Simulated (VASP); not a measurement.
# Hf (Im-3m) in VASP: notebook, part 2 of 2

VASP 6.6.1. Earlier steps stand in the parts before.

## 4. Relaxation of cell and atoms, PBE

The input, INCAR:

```
SYSTEM = Hf
PREC     = Accurate       ! precision mode
ENCUT    = 600            ! plane-wave cutoff, eV
EDIFF    = 1E-6           ! SCF threshold, eV
ISMEAR   = -1             ! smearing method
SIGMA    = 0.05           ! smearing width, eV
LREAL    = .False.        ! projectors in reciprocal space
LASPH    = .True.         ! aspherical terms in the spheres
NELM     = 100            ! most SCF steps
ALGO     = Normal         ! electronic algorithm
ISIF     = 3              ! what is computed and relaxed
LWAVE    = .False.        ! write WAVECAR
LCHARG   = .False.        ! write CHGCAR
GGA      = PE             ! functional
IBRION   = 2              ! ionic algorithm
NSW      = 45             ! ionic steps
EDIFFG   = -0.005         ! ionic threshold
```

The input, KPOINTS:

```
regular mesh
0
Gamma
  16 16 16
  0 0 0
```

The input, POSCAR:

```
Hf
1.0
   -1.7726572724      1.7726572724      1.7726572724
    1.7726572724     -1.7726572724      1.7726572724
    1.7726572724      1.7726572724     -1.7726572724
Hf
1
Direct
    0.0000000000      0.0000000000      0.0000000000
```

Potentials or basis: VASP PAW PBE potentials, release 64 (Hf_pv).

Command:

```sh
$ cat potpaw_PBE.64/Hf_pv/POTCAR > POTCAR
$ mpirun -np 1 vasp_std > vasp.out
```

OUTCAR:

```text
SYSTEM = Hf
   PREC = Accurate
   ENCUT = 600
   EDIFF = 1E-6
   ISMEAR = -1
   LREAL = .False.
   LASPH = .True.
   NELM = 100
   ISIF = 3
   GGA = PE
   IBRION = 2
   NSW = 45
   EDIFFG = -0.005

 ion  position               nearest neighbor table
   1  0.000  0.000  0.000-

  LATTYP: Found a body centered cubic cell.
 ALAT       =     3.5453145448

  Lattice vectors:

 A1 = (  -1.7726572724,   1.7726572724,   1.7726572724)
 A2 = (   1.7726572724,  -1.7726572724,   1.7726572724)
 A3 = (   1.7726572724,   1.7726572724,  -1.7726572724)

Analysis of symmetry for initial positions (statically):
=====================================================================
 Subroutine PRICEL returns:
 Original cell was already a primitive cell.

 Routine SETGRP: Setting up the symmetry group for a
 body centered cubic supercell.

 Subroutine GETGRP returns: Found 48 space group operations
 (whereof 48 operations were pure point group operations)
 out of a pool of 48 trial point group operations.

The static configuration has the point symmetry O_h .

Analysis of symmetry for dynamics (positions and initial velocities):
=====================================================================
 Subroutine PRICEL returns:
 Original cell was already a primitive cell.

 Routine SETGRP: Setting up the symmetry group for a
 body centered cubic supercell.

 Subroutine GETGRP returns: Found 48 space group operations
 (whereof 48 operations were pure point group operations)
 out of a pool of 48 trial point group operations.

The dynamic configuration has the point symmetry O_h .

 Subroutine INISYM returns: Found 48 space group operations
 (whereof 48 operations are pure point group operations),
 and found     1 'primitive' translations

----------------------------------------------------------------------------------------

                                     Primitive cell

  volume of cell :      22.2810

  direct lattice vectors                    reciprocal lattice vectors
    -1.772657272  1.772657272  1.772657272     0.000000000  0.282062420  0.282062420
     1.772657272 -1.772657272  1.772657272     0.282062420  0.000000000  0.282062420
     1.772657272  1.772657272 -1.772657272     0.282062420  0.282062420  0.000000000

  length of vectors
     3.070332460  3.070332460  3.070332460     0.398896500  0.398896500  0.398896500

  position of ions in fractional coordinates (direct lattice)
     0.000000000  0.000000000  0.000000000

  ion indices of the primitive-cell ions
   primitive index   ion index
                 1           1

----------------------------------------------------------------------------------------

 KPOINTS: regular mesh

Automatic generation of k-mesh.
 Grid dimensions read from file:
 generate k-points for:   16   16   16

 Generating k-lattice:

  Cartesian coordinates                     Fractional coordinates (reciprocal lattice)
[... 43 lines left out ...]
   number of dos      NEDOS =    301   number of ions     NIONS =      1
   total plane-waves  NPLWV =  21952
   dimension x,y,z NGX =    28 NGY =   28 NGZ =   28
   dimension x,y,z NGXF=    56 NGYF=   56 NGZF=   56
   ions per type =               1
   NGX,Y,Z   is equivalent  to a cutoff of  15.16, 15.16, 15.16 a.u.
   NGXF,Y,Z  is equivalent  to a cutoff of  30.32, 30.32, 30.32 a.u.
 SYSTEM =  Hf
   PREC   = accura    normal or accurate (medium, high low for compatibility)
   ISTART =      0    job   : 0-new  1-cont  2-samecut
   ICHARG =      2    charge: 1-file 2-atom 10-const
   ISPIN  =      1    spin polarized calculation?
   LNONCOLLINEAR =      F non collinear calculations
   LSORBIT =      F    spin-orbit coupling
   LASPH  =      T    aspherical Exc in radial PAW
   ENCUT  =  600.0 eV  44.10 Ry    6.64 a.u.   6.13  6.13  6.13*2*pi/ulx,y,z
   NELM   =    100;   NELMIN=  2; NELMDL= -5     # of ELM steps
   EDIFF  = 0.1E-05   stopping-criterion for ELM
   LREAL  =      F    real-space projection
   EDIFFG = -.5E-02   stopping-criterion for IOM
   NSW    =     45    number of steps for IOM
   IBRION =      2    ionic relax: 0-MD 1-quasi-New 2-CG
   NFREE  =      1    steps in history (QN), initial steepest desc. (CG)
   ISIF   =      3    stress and relaxation
   ISYM   =      2    0-nonsym 1-usesym 2-fastsym
   POTIM  = 0.5000    time-step for ionic-motion
   TEBEG  =    0.0;   TEEND  =   0.0 temperature during run
   PSTRESS=    0.0 pullay stress
   NELECT =      10.0000    total number of electrons
   NUPDOWN=      -1.0000    fix difference up-down
   EMIN   =  10.00;   EMAX   =-10.00  energy-range for DOS
   EFERMI =   0.00;   METHOD = LEGACY
   ISMEAR =    -1;   SIGMA  =   0.05  broadening in eV -4-tet -1-fermi 0-gaus
   EFERMI_NEDOS =   21; number of points for ismear=-14 and -15
   IALGO  =     38    algorithm
   IMIX   =      4    mixing-type and parameters
     AMIX     =   0.40;   BMIX     =  1.00
     AMIX_MAG =   1.60;   BMIX_MAG =  1.00
  volume/ion in A,a.u.               =      22.28       150.36
  Fermi-wavevector in a.u.,A,eV,Ry     =   1.253420  2.368621 21.375602  1.571062
  Thomas-Fermi vector in A             =   2.387274
   LORBIT       =      0    0 simple, 1 ext, 2 COOP (PROOUT), +10 PAW based schemes
   GGA     = PE    functional components
   LHFCALC =     F    Hartree Fock is set to
   AEXX    =    0.0000 exact exchange contribution
   IVDW    =     0    specifies the selected vdW correction
   LEPSILON=     F    determine dielectric tensor
   LRPA    =     F    only Hartree local field effects (RPA)
 conjugate gradient relaxation of ions
 non-spin polarized calculation
  energy-cutoff  :      600.00
  volume of cell :       22.28
 maximum number of plane-waves:       767
 NGX is ok and might be reduce to    28
   NGX = 13   NGY = 13   NGZ = 13

--------------------------------------- Ionic step        1  -------------------------------------------

 number of electron      10.0000001 magnetization

 Free energy of the ion-electron system (eV)
  ---------------------------------------------------
  ext. energy  EPLUGINS =         0.00000000
  ---------------------------------------------------
  free energy    TOTEN  =        -9.75200418 eV

  energy without entropy =       -9.73799363  energy(sigma->0) =       -9.74499891

------------------------ aborting loop because EDIFF is reached ----------------------------------------

  FORCE on cell =-STRESS in cart. coord.  units (eV):
  Direction    XX          YY          ZZ          XY          YZ          ZX
  --------------------------------------------------------------------------------------
  -------------------------------------------------------------------------------------
  Total       -0.0478112     -0.0478112     -0.0478112      0.0000000      0.0000000      0.0000000
  in kB       -3.4380002     -3.4380002     -3.4380002      0.0000000      0.0000000      0.0000000
  external PRESSURE =      -3.4380002 kB  Pullay stress =       0.0000000 kB
[... 57 lines left out ...]
--------------------------------------- Ionic step        3  -------------------------------------------

 number of electron      10.0000001 magnetization

 Free energy of the ion-electron system (eV)
  ---------------------------------------------------
  ext. energy  EPLUGINS =         0.00000000
  ---------------------------------------------------
  free energy    TOTEN  =        -9.75208979 eV

  energy without entropy =       -9.73819357  energy(sigma->0) =       -9.74514168

 E-fermi :   4.6229     XC(G=0): -11.3171

 val. band max:        4.6125967459   @ k =   0.3125   0.1875   0.0625
 cond. band min:       4.6409014628   @ k =   0.3125   0.0000   0.0000
 fundamental gap:      0.0283047169
 Fermi energy:         4.6229332680

 k-point     1 :       0.0000    0.0000    0.0000
  band No.  band energies     occupation
      1     -25.1764      2.00000
      2     -25.1764      2.00000
      3     -25.1764      2.00000
      4      -2.4348      2.00000
      5       6.1628      0.00000
      6       6.1628      0.00000
      7       6.1628      0.00000
      8       8.9644      0.00000
      9       8.9644      0.00000
[... 265 lines left out ...]
 k-point    24 :       0.2500    0.1875    0.0000
  band No.  band energies     occupation
      1     -25.8352      2.00000
      2     -25.4483      2.00000
      3     -25.2480      2.00000
      4       1.4572      2.00000
      5       4.1632      1.99980
      6       4.6678      0.57883
      7       8.3794      0.00000
      8       9.6974      0.00000
      9      11.1347      0.00000

 [... further k-points ...]

------------------------ aborting loop because EDIFF is reached ----------------------------------------

  FORCE on cell =-STRESS in cart. coord.  units (eV):
  Direction    XX          YY          ZZ          XY          YZ          ZX
  --------------------------------------------------------------------------------------
  -------------------------------------------------------------------------------------
  Total       -0.0000185     -0.0000185     -0.0000185     -0.0000000     -0.0000000     -0.0000000
  in kB       -0.0013348     -0.0013348     -0.0013348     -0.0000000     -0.0000000     -0.0000000
  external PRESSURE =      -0.0013348 kB  Pullay stress =       0.0000000 kB
[... 16 lines left out ...]
  FREE ENERGIE OF THE ION-ELECTRON SYSTEM (eV)
  ---------------------------------------------------
  free  energy   TOTEN  =        -9.7520897940 eV

  energy  without entropy=       -9.7381935711  energy(sigma->0) =       -9.74514168

 reached required accuracy - stopping structural energy minimisation
```

Run time: 2.3 min. Hardware: 1 thread of Intel Xeon 8259CL, shared host; peak memory 0.19 GiB.

What came out:

```
Free energy                           : -9.7521 eV
Relaxed volume                        : 22.20 Å³/atom
Relaxed cell                          : a = 3.067 Å, b = 3.067 Å, c = 3.067 Å, α = 109.47°, β = 109.47°, γ = 109.47°
Space group after relaxing (to 0.1 Å) : Im-3m (No. 229)
Energy gained by relaxing             : 0.1 meV/atom
Ionic steps                           : 3
Pressure after relaxing               : 0.0 GPa
Band gap on the k mesh                : zero (bands 5 and 6 overlap by 2.28 eV)
```

Final structure:
```
Hf
1.0
    -1.77062    1.77062    1.77062
     1.77062   -1.77062    1.77062
     1.77062    1.77062   -1.77062
Hf
1
Direct
  0.00000 0.00000 0.00000
```

Levels at points of the mesh, in eV from the Fermi level:
```tsv
k point	band 2	band 3	band 4	band 5	band 6	band 7	band 8	band 9
(0.00, 0.00, 0.00)	-29.80	-29.80	-7.06	1.54	1.54	1.54	4.34	4.34
(0.50, 0.00, 0.00)	-30.07	-29.80	-3.39	-0.50	1.10	4.18	5.18	7.68
(0.50, 0.50, 0.50)	-30.39	-30.39	-2.60	-2.60	6.84	6.84	6.84	7.29
```

Caveat: spin-orbit coupling is left out, which moves the levels of the heavy elements.

## 5. Relaxation of cell and atoms, PBE

This run uses another cell than the first one, of 22.56 Å³/atom.

The input, INCAR:

```
ALGO     = Normal         # electronic algorithm
EDIFF    = 1E-7           # SCF threshold, eV
EDIFFG   = -0.005         # ionic threshold
ENCUT    = 600            # plane-wave cutoff, eV
GGA      = PE             # functional
IBRION   = 2              # ionic algorithm
ISIF     = 3              # what is computed and relaxed
ISMEAR   = -1             # smearing method
LASPH    = T              # aspherical terms in the spheres
LCHARG   = F              # write CHGCAR
LREAL    = F              # projectors in reciprocal space
LWAVE    = F              # write WAVECAR
NELM     = 100            # most SCF steps
NSW      = 60             # ionic steps
PREC     = Accurate       # precision mode
SIGMA    = 0.05           # smearing width, eV
```

The input, KPOINTS:

```
k-points
0
Gamma
  16 16 16
```

The input, POSCAR:

```
Hf
1.0
   -1.7800523908      1.7800523908      1.7800523908
    1.7800523908     -1.7800523908      1.7800523908
    1.7800523908      1.7800523908     -1.7800523908
Hf
1
Direct
    0.0000000000      0.0000000000      0.0000000000
```

Command:

```sh
$ cat potpaw_PBE.64/Hf_pv/POTCAR > POTCAR
$ mpirun -np 1 vasp_std > vasp.out
```

Wall time 2.5 min (1 thread of Intel Xeon 8259CL, shared host); peak memory 0.2 GiB.

Results (log left out):

```yaml
Free_energy: -9.7521 eV
Relaxed_volume: 22.20 Å³/atom
Relaxed_cell: a = 3.067 Å, b = 3.067 Å, c = 3.067 Å, α = 109.47°, β = 109.47°, γ = 109.47°
Space_group_after_relaxing_to_0.1_Å: Im-3m (No. 229)
Energy_gained_by_relaxing: 1.8 meV/atom
Ionic_steps: 3
Pressure_after_relaxing: 0.0 GPa
Band_gap_on_the_k_mesh: zero (bands 5 and 6 overlap by 2.28 eV)
```

Step by step:
| step | energy change (eV) | largest force (eV/Å) | pressure (GPa) | volume (Å³) |
| --- | --- | --- | --- | --- |
| 1 | 0.0000 | 0.0000 | -1.59 | 22.56 |
| 2 | 0.0002 | 0.0000 | 1.75 | 21.84 |
| 3 | -0.0018 | 0.0000 | -0.01 | 22.20 |

Final structure:
```xyz
1
Lattice="-1.7706 1.7706 1.7706 1.7706 -1.7706 1.7706 1.7706 1.7706 -1.7706" Properties=species:S:1:pos:R:3 pbc="T T T"
Hf    0.0000    0.0000    0.0000
```

Levels at points of the mesh, in eV from the Fermi level:
```tsv
k point	band 2	band 3	band 4	band 5	band 6	band 7	band 8	band 9
(0.00, 0.00, 0.00)	-29.80	-29.80	-7.06	1.54	1.54	1.54	4.34	4.34
(0.50, 0.00, 0.00)	-30.07	-29.80	-3.39	-0.50	1.10	4.18	5.18	7.68
(0.50, 0.50, 0.50)	-30.39	-30.39	-2.60	-2.60	6.84	6.84	6.84	7.29
```

Caveat: spin-orbit coupling is left out, which moves the levels of the heavy elements.

## 6. The runs side by side

| task | cell | cutoff (eV) | gap on the mesh (eV) | pressure (GPa) | relaxed volume (Å³/atom) |
| --- | --- | --- | --- | --- | --- |
| single point | a = 3.070 Å, angles 109.5°, 1 atom | 520 | none | -0.4 | - |
| relaxation of cell and atoms | relaxed from a = 3.070 Å, angles 109.5°, 1 atom | 600 | none | 0.0 | 22.20 |
| relaxation of cell and atoms | relaxed from a = 3.083 Å, angles 109.5°, 1 atom | 600 | none | 0.0 | 22.20 |

Alike in all rows: level PBE; potentials or basis VASP PAW PBE potentials, release 64 (Hf_pv); no spin polarisation; k mesh 16 × 16 × 16; smearing fermi-dirac 0.05 eV.

Caveats: spin-orbit coupling is left out, which moves the levels of the heavy elements.

Absolute energies hang on the potentials; compare differences alone.
